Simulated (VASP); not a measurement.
# Al4FeCo3 in VASP: notebook

Al4FeCo3 is run at these levels: PBE; tasks: single point, relaxation of cell and atoms.

Program: VASP 6.6.1. These are calculated values, not measurements. Logs are shortened: lines on timing, memory, paths and dates and some standing lists are left out, and cuts for length are marked.

## 1. The cell of the first run

Symmetry: Im-3m, No. 229, cubic system. Conventional cell: a = 5.708 Å, b = 5.708 Å, c = 5.708 Å, α = 90.00°, β = 90.00°, γ = 90.00°. Within 3.3 Å of Al (site symmetry -3m) lie 2 Fe at 2.47 Å and 6 Co at 2.47 Å and 6 Al at 2.85 Å. Fe (site symmetry m-3m) has 8 Al at 2.47 Å and 6 Co at 2.85 Å within 3.3 Å. Within 3.3 Å of Co (site symmetry 4/mmm) lie 8 Al at 2.47 Å and 2 Fe at 2.85 Å and 4 Co at 2.85 Å.

## 2. Single point, PBE

File INCAR:

```
SYSTEM = Al4FeCo3
PREC     = Accurate       ! precision mode
ENCUT    = 520            ! plane-wave cutoff, eV
EDIFF    = 1E-6           ! SCF threshold, eV
ISMEAR   = 0              ! smearing method
SIGMA    = 0.2            ! smearing width, eV
LREAL    = .False.        ! projectors in reciprocal space
LASPH    = .True.         ! aspherical terms in the spheres
NELM     = 80             ! most SCF steps
ALGO     = Normal         ! electronic algorithm
ISIF     = 2              ! what is computed and relaxed
LWAVE    = .False.        ! write WAVECAR
LCHARG   = .False.        ! write CHGCAR
GGA      = PE             ! functional
NBANDS   = 34             ! bands
```

File KPOINTS:

```
regular mesh
0
Gamma
  6 6 6
  0 0 0
```

File POSCAR:

```
Al4FeCo3
1.0
   -2.8541906649      2.8541906649      2.8541906649
    2.8541906649     -2.8541906649      2.8541906649
    2.8541906649      2.8541906649     -2.8541906649
Al Fe Co
4 1 3
Direct
    1.0000000000      0.5000000000      0.0000000000
    0.5000000000      0.5000000000      0.5000000000
    1.0000000000      0.0000000000      0.5000000000
    0.5000000000      0.0000000000      0.0000000000
    0.0000000000      0.0000000000      0.0000000000
    0.5000000000      0.0000000000      0.5000000000
    0.5000000000      0.5000000000      0.0000000000
    1.0000000000      0.5000000000      0.5000000000
```

Potentials or basis: VASP PAW PBE potentials, release 64 (Al, Fe, Co).

On the command line:

```
$ cat potpaw_PBE.64/Al/POTCAR potpaw_PBE.64/Fe/POTCAR potpaw_PBE.64/Co/POTCAR > POTCAR
$ mpirun -np 1 vasp_std > vasp.out
```

OUTCAR:

```text
SYSTEM = Al4FeCo3
   PREC = Accurate
   ENCUT = 520
   EDIFF = 1E-6
   ISMEAR = 0
   LREAL = .False.
   LASPH = .True.
   NELM = 80
   ISIF = 2
   GGA = PE

 ion  position               nearest neighbor table
   1  0.000  0.500  0.000-   5 2.47   6 2.47   7 2.47   8 2.47   8 2.47   5 2.47   7 2.47   6 2.47
                             4 2.85   3 2.85   2 2.85   2 2.85   4 2.85   3 2.85
   2  0.500  0.500  0.500-   5 2.47   6 2.47   7 2.47   8 2.47   7 2.47   6 2.47   8 2.47   5 2.47
                             4 2.85   4 2.85   1 2.85   1 2.85   3 2.85   3 2.85
   3  0.000  0.000  0.500-   5 2.47   6 2.47   7 2.47   8 2.47   5 2.47   8 2.47   6 2.47   7 2.47
                             4 2.85   1 2.85   1 2.85   4 2.85   2 2.85   2 2.85
   4  0.500  0.000  0.000-   5 2.47   6 2.47   7 2.47   8 2.47   6 2.47   7 2.47   5 2.47   8 2.47
                             3 2.85   2 2.85   1 2.85   3 2.85   1 2.85   2 2.85
   5  0.000  0.000  0.000-   1 2.47   2 2.47   3 2.47   4 2.47   3 2.47   1 2.47   4 2.47   2 2.47
                             7 2.85   8 2.85   8 2.85   6 2.85   7 2.85   6 2.85
   6  0.500  0.000  0.500-   1 2.47   2 2.47   3 2.47   4 2.47   4 2.47   2 2.47   3 2.47   1 2.47
                             7 2.85   7 2.85   8 2.85   5 2.85   8 2.85   5 2.85
   7  0.500  0.500  0.000-   1 2.47   2 2.47   3 2.47   4 2.47   2 2.47   4 2.47   1 2.47   3 2.47
                             6 2.85   6 2.85   8 2.85   8 2.85   5 2.85   5 2.85
   8  0.000  0.500  0.500-   1 2.47   2 2.47   3 2.47   4 2.47   1 2.47   3 2.47   2 2.47   4 2.47
                             6 2.85   5 2.85   7 2.85   7 2.85   6 2.85   5 2.85

  LATTYP: Found a body centered cubic cell.
 ALAT       =     5.7083813298

  Lattice vectors:

 A1 = (  -2.8541906649,   2.8541906649,   2.8541906649)
 A2 = (   2.8541906649,  -2.8541906649,   2.8541906649)
 A3 = (   2.8541906649,   2.8541906649,  -2.8541906649)

Analysis of symmetry for initial positions (statically):
=====================================================================
 Subroutine PRICEL returns:
 Original cell was already a primitive cell.

 Routine SETGRP: Setting up the symmetry group for a
 body centered cubic supercell.

 Subroutine GETGRP returns: Found 48 space group operations
 (whereof 48 operations were pure point group operations)
 out of a pool of 48 trial point group operations.

The static configuration has the point symmetry O_h .

Analysis of symmetry for dynamics (positions and initial velocities):
=====================================================================
 Subroutine PRICEL returns:
 Original cell was already a primitive cell.

 Routine SETGRP: Setting up the symmetry group for a
 body centered cubic supercell.

 Subroutine GETGRP returns: Found 48 space group operations
 (whereof 48 operations were pure point group operations)
 out of a pool of 48 trial point group operations.

The dynamic configuration has the point symmetry O_h .

 Subroutine INISYM returns: Found 48 space group operations
 (whereof 48 operations are pure point group operations),
 and found     1 'primitive' translations

----------------------------------------------------------------------------------------

                                     Primitive cell

  volume of cell :      93.0056

  direct lattice vectors                    reciprocal lattice vectors
    -2.854190665  2.854190665  2.854190665     0.000000000  0.175181009  0.175181009
     2.854190665 -2.854190665  2.854190665     0.175181009  0.000000000  0.175181009
     2.854190665  2.854190665 -2.854190665     0.175181009  0.175181009  0.000000000

  length of vectors
     4.943603246  4.943603246  4.943603246     0.247743359  0.247743359  0.247743359

  position of ions in fractional coordinates (direct lattice)
     0.000000000  0.500000000  0.000000000
     0.500000000  0.500000000  0.500000000
     0.000000000  0.000000000  0.500000000
     0.500000000  0.000000000  0.000000000
     0.000000000  0.000000000  0.000000000
     0.500000000  0.000000000  0.500000000
     0.500000000  0.500000000  0.000000000
     0.000000000  0.500000000  0.500000000

  ion indices of the primitive-cell ions
   primitive index   ion index
                 1           1
                 2           2
                 3           3
                 4           4
                 5           5
                 6           6
                 7           7
                 8           8

----------------------------------------------------------------------------------------

 KPOINTS: regular mesh

Automatic generation of k-mesh.
 Grid dimensions read from file:
 generate k-points for:    6    6    6

 Generating k-lattice:

  Cartesian coordinates                     Fractional coordinates (reciprocal lattice)
     0.000000000  0.029196835  0.029196835     0.166666667  0.000000000  0.000000000
     0.029196835  0.000000000  0.029196835     0.000000000  0.166666667  0.000000000
     0.029196835  0.029196835  0.000000000     0.000000000  0.000000000  0.166666667

  Length of vectors
     0.041290560  0.041290560  0.041290560

  Shift w.r.t. Gamma in fractional coordinates (k-lattice)
     0.000000000  0.000000000  0.000000000

 Subroutine IBZKPT returns following result:
 ===========================================

 Found     16 irreducible k-points:

 Following reciprocal coordinates:
            Coordinates               Weight
  0.000000  0.000000  0.000000      1.000000
  0.166667  0.000000  0.000000     12.000000
  0.333333  0.000000  0.000000     12.000000
  0.500000  0.000000  0.000000      6.000000
  0.166667  0.166667  0.000000     24.000000
  0.333333  0.166667 -0.000000     48.000000
[... 8 lines left out ...]
  0.500000  0.500000  0.333333     12.000000
  0.500000  0.500000  0.500000      1.000000
   k-points           NKPTS =     16   k-points in BZ     NKDIM =     16   number of bands    NBANDS=     34
   number of dos      NEDOS =    301   number of ions     NIONS =      8
   total plane-waves  NPLWV =  64000
   dimension x,y,z NGX =    40 NGY =   40 NGZ =   40
   dimension x,y,z NGXF=    80 NGYF=   80 NGZF=   80
   ions per type =               4   1   3
   NGX,Y,Z   is equivalent  to a cutoff of  13.45, 13.45, 13.45 a.u.
   NGXF,Y,Z  is equivalent  to a cutoff of  26.90, 26.90, 26.90 a.u.
 SYSTEM =  Al4FeCo3
   PREC   = accura    normal or accurate (medium, high low for compatibility)
   ISTART =      0    job   : 0-new  1-cont  2-samecut
   ICHARG =      2    charge: 1-file 2-atom 10-const
   ISPIN  =      1    spin polarized calculation?
   LNONCOLLINEAR =      F non collinear calculations
   LSORBIT =      F    spin-orbit coupling
   LASPH  =      T    aspherical Exc in radial PAW
   ENCUT  =  520.0 eV  38.22 Ry    6.18 a.u.   9.19  9.19  9.19*2*pi/ulx,y,z
   NELM   =     80;   NELMIN=  2; NELMDL= -5     # of ELM steps
   EDIFF  = 0.1E-05   stopping-criterion for ELM
   LREAL  =      F    real-space projection
   EDIFFG = 0.1E-04   stopping-criterion for IOM
   NSW    =      0    number of steps for IOM
   IBRION =     -1    ionic relax: 0-MD 1-quasi-New 2-CG
   NFREE  =      0    steps in history (QN), initial steepest desc. (CG)
   ISIF   =      2    stress and relaxation
   ISYM   =      2    0-nonsym 1-usesym 2-fastsym
   POTIM  = 0.5000    time-step for ionic-motion
   TEBEG  =    0.0;   TEEND  =   0.0 temperature during run
   PSTRESS=    0.0 pullay stress
   NELECT =      47.0000    total number of electrons
   NUPDOWN=      -1.0000    fix difference up-down
   EMIN   =  10.00;   EMAX   =-10.00  energy-range for DOS
   EFERMI =   0.00;   METHOD = LEGACY
   ISMEAR =     0;   SIGMA  =   0.20  broadening in eV -4-tet -1-fermi 0-gaus
   EFERMI_NEDOS =   21; number of points for ismear=-14 and -15
   IALGO  =     38    algorithm
   IMIX   =      4    mixing-type and parameters
     AMIX     =   0.40;   BMIX     =  1.00
     AMIX_MAG =   1.60;   BMIX_MAG =  1.00
  volume/ion in A,a.u.               =      11.63        78.45
  Fermi-wavevector in a.u.,A,eV,Ry     =   1.303981  2.464166 23.134877  1.700365
  Thomas-Fermi vector in A             =   2.434947
   LORBIT       =      0    0 simple, 1 ext, 2 COOP (PROOUT), +10 PAW based schemes
   GGA     = PE    functional components
   LHFCALC =     F    Hartree Fock is set to
   AEXX    =    0.0000 exact exchange contribution
   IVDW    =     0    specifies the selected vdW correction
   LEPSILON=     F    determine dielectric tensor
   LRPA    =     F    only Hartree local field effects (RPA)
 non-spin polarized calculation
 Gauss-broadening in eV      SIGMA  =   0.20
  energy-cutoff  :      520.00
  volume of cell :       93.01
 maximum number of plane-waves:      2528
 NGX is ok and might be reduce to    40
   NGX = 19   NGY = 19   NGZ = 19

 number of electron      46.9999981 magnetization

 Free energy of the ion-electron system (eV)
  ---------------------------------------------------
  ext. energy  EPLUGINS =         0.00000000
  ---------------------------------------------------
  free energy    TOTEN  =       -48.79605254 eV

  energy without entropy =      -48.74318067  energy(sigma->0) =      -48.76961660

 E-fermi :   9.7021     XC(G=0): -12.2431

 val. band max:        9.6073456800   @ k =  -0.1667   0.1667   0.1667
 cond. band min:       9.7171695900   @ k =   0.5000   0.0000   0.0000
 fundamental gap:      0.1098239100
 Fermi energy:         9.7021004079

 k-point     1 :       0.0000    0.0000    0.0000
  band No.  band energies     occupation
      1      -0.9704      2.00000
      2       4.8046      2.00000
      3       4.8047      2.00000
      4       4.8047      2.00000
      5       6.9937      2.00000
      6       6.9937      2.00000
[... 26 lines left out ...]
     33      13.6536      0.00000
     34      16.0299      0.00000

 k-point     2 :       0.1667    0.0000    0.0000
  band No.  band energies     occupation
      1      -0.7082      2.00000
      2       4.3516      2.00000
      3       4.7253      2.00000
      4       4.7352      2.00000
      5       6.2865      2.00000
      6       6.3761      2.00000
[... 26 lines left out ...]
     33      14.3762      0.00000
     34      14.8412      0.00000

 k-point     3 :       0.3333    0.0000    0.0000
  band No.  band energies     occupation
      1       0.0642      2.00000
      2       2.8689      2.00000
      3       4.5775      2.00000
      4       4.6050      2.00000
      5       5.7391      2.00000
      6       5.7904      2.00000
[... 26 lines left out ...]
     33      14.7405      0.00000
     34      14.8339      0.00000
[... 408 lines left out ...]
 k-point    15 :       0.5000    0.5000    0.3333
  band No.  band energies     occupation
      1       2.2267      2.00000
      2       2.2842      2.00000
      3       3.4436      2.00000
      4       3.7370      2.00000
      5       4.7484      2.00000
      6       4.8192      2.00000
[... 26 lines left out ...]
     33      17.0298      0.00000
     34      17.6054      0.00000

 k-point    16 :       0.5000    0.5000    0.5000
  band No.  band energies     occupation
      1       3.2933      2.00000
      2       3.2933      2.00000
      3       3.2933      2.00000
      4       3.4101      2.00000
      5       3.4101      2.00000
      6       3.6129      2.00000
[... 26 lines left out ...]
     33      15.4933      0.00000
     34      18.4184      0.00000

------------------------ aborting loop because EDIFF is reached ----------------------------------------

  FORCE on cell =-STRESS in cart. coord.  units (eV):
  Direction    XX          YY          ZZ          XY          YZ          ZX
  --------------------------------------------------------------------------------------
  -------------------------------------------------------------------------------------
  Total        0.0097348      0.0097348      0.0097348     -0.0000000     -0.0000000      0.0000000
  in kB        0.1676979      0.1676979      0.1676979     -0.0000000     -0.0000000      0.0000000
  external PRESSURE =       0.1676979 kB  Pullay stress =       0.0000000 kB

 VOLUME and BASIS-vectors are now :
 -----------------------------------------------------------------------------
  energy-cutoff  :      520.00
  volume of cell :       93.01
      direct lattice vectors                 reciprocal lattice vectors
    -2.854190665  2.854190665  2.854190665     0.000000000  0.175181009  0.175181009
     2.854190665 -2.854190665  2.854190665     0.175181009  0.000000000  0.175181009
     2.854190665  2.854190665 -2.854190665     0.175181009  0.175181009  0.000000000

 POSITION                                       TOTAL-FORCE (eV/Angst)
 -----------------------------------------------------------------------------------
      1.42710     -1.42710      1.42710        -0.000000      0.000000     -0.000000
      1.42710      1.42710      1.42710        -0.000000      0.000000     -0.000000
      1.42710      1.42710     -1.42710        -0.000000      0.000000     -0.000000
     -1.42710      1.42710      1.42710        -0.000000      0.000000     -0.000000
      0.00000      0.00000      0.00000        -0.000000      0.000000     -0.000000
      0.00000      2.85419      0.00000        -0.000000      0.000000      0.000000
      0.00000      0.00000      2.85419         0.000000     -0.000000      0.000000
      2.85419      0.00000      0.00000         0.000000     -0.000000      0.000000
 -----------------------------------------------------------------------------------
    total drift:                               -0.000000     -0.000000      0.000000

  FREE ENERGIE OF THE ION-ELECTRON SYSTEM (eV)
  ---------------------------------------------------
  free  energy   TOTEN  =       -48.7960525377 eV

  energy  without entropy=      -48.7431806711  energy(sigma->0) =      -48.76961660
```

Run time: 64 s. Hardware: 1 thread of AMD EPYC 7R13 (Zen 3), shared host; peak memory 0.23 GiB.

What came out:

| Item | Value |
| --- | --- |
| Free energy | -48.7961 eV |
| Pressure | 0.0 GPa |
| Band gap on the k mesh | zero (an odd number of electrons rules out a gap without spin polarisation) |

Levels at points of the mesh, in eV from the Fermi level:
```
           k point  band 21  band 22  band 23  band 24  band 25  band 26  band 27  band 28
(0.00, 0.00, 0.00)    -0.99    -0.29    -0.29    -0.29     0.05     0.36     0.36     2.91
(0.50, 0.00, 0.00)    -0.68    -0.66    -0.30     0.02     0.55     0.98     2.04     2.23
(0.50, 0.50, 0.50)    -0.20     0.19     0.19     0.52     0.90     0.90     2.79     2.79
```

Caveat: the run has no spin polarisation, though such a crystal can be magnetic.

## 3. Single point, PBE, collinear spin, ferromagnetic start

File INCAR:

```
ALGO     = Normal         # electronic algorithm
EDIFF    = 1E-6           # SCF threshold, eV
ENCUT    = 520            # plane-wave cutoff, eV
GGA      = PE             # functional
ISIF     = 2              # what is computed and relaxed
ISMEAR   = 0              # smearing method
ISPIN    = 2              # spin polarisation
LASPH    = True           # aspherical terms in the spheres
LCHARG   = True           # write CHGCAR
LELF     = True           # ELF
LMAXMIX  = 4              # l up to which the mixer works
LORBIT   = 11             # projections on sites
LREAL    = False          # projectors in reciprocal space
LVHAR    = True         
LWAVE    = False          # write WAVECAR
MAGMOM   = 0 0 0 0 4 3 3 3 # initial moments
NBANDS   = 38             # bands
NELM     = 150            # most SCF steps
PREC     = Accurate       # precision mode
SIGMA    = 0.1            # smearing width, eV
```

File KPOINTS:

```
k-points
0
Gamma
  4 4 4
```

File POSCAR:

```
Al4FeCo3
1.0
   -2.8539667376      2.8539667376      2.8539667376
    2.8539667376     -2.8539667376      2.8539667376
    2.8539667376      2.8539667376     -2.8539667376
Al Fe Co
4 1 3
Direct
    0.0000000000      0.5000000000      0.0000000000
    0.5000000000      0.5000000000      0.5000000000
    0.0000000000      0.0000000000      0.5000000000
    0.5000000000      0.0000000000      0.0000000000
    0.0000000000      0.0000000000      0.0000000000
    0.5000000000      0.0000000000      0.5000000000
    0.5000000000      0.5000000000      0.0000000000
    0.0000000000      0.5000000000      0.5000000000
```

Potentials or basis: VASP PAW PBE potentials, release 64 (Al, Fe, Co).

On the command line:

```
$ cat potpaw_PBE.64/Al/POTCAR potpaw_PBE.64/Fe/POTCAR potpaw_PBE.64/Co/POTCAR > POTCAR
$ mpirun -np 1 vasp_std > vasp.out
```

It took 1.7 min on 1 thread of AMD EPYC 7R13 (Zen 3), shared host; peak memory 0.27 GiB.

It converged, with:

```
Free energy                                           : -48.8294 eV
Pressure                                              : -0.2 GPa
Net moment                                            : 0.00 μB per cell
Valence electrons inside the program's atomic spheres : Al 0.83; Fe 7.47; Co 8.44
```

Levels at points of the mesh, in eV from the Fermi level:
Spin up:
| k point | band 20 | band 21 | band 22 | band 23 | band 24 | band 25 | band 26 | band 27 |
| --- | --- | --- | --- | --- | --- | --- | --- | --- |
| (0.00, 0.00, 0.00) | -0.95 | -0.95 | -0.24 | -0.24 | -0.24 | 0.09 | 0.41 | 0.41 |
| (0.50, 0.00, 0.00) | -0.82 | -0.63 | -0.60 | -0.25 | 0.07 | 0.59 | 1.04 | 2.10 |
| (0.50, 0.50, 0.50) | -0.15 | -0.15 | 0.23 | 0.23 | 0.57 | 0.95 | 0.95 | 2.84 |
Spin down:
```
           k point  band 19  band 20  band 21  band 22  band 23  band 24  band 25  band 26  band 27  band 28
(0.00, 0.00, 0.00)    -0.95    -0.95    -0.95    -0.24    -0.24    -0.24     0.09     0.41     0.41     2.96
(0.50, 0.00, 0.00)    -0.86    -0.82    -0.63    -0.60    -0.25     0.07     0.59     1.04     2.10     2.28
(0.50, 0.50, 0.50)    -0.15    -0.15    -0.15     0.23     0.23     0.57     0.95     0.95     2.84     2.84
```

Caveat: the k points lie up to 0.39 Å⁻¹ apart; the moments typed at the start vanished in this run.

[end of part 1 of 2]

The gap in the log of VASP goes by the Fermi energy; the results here count the filled bands.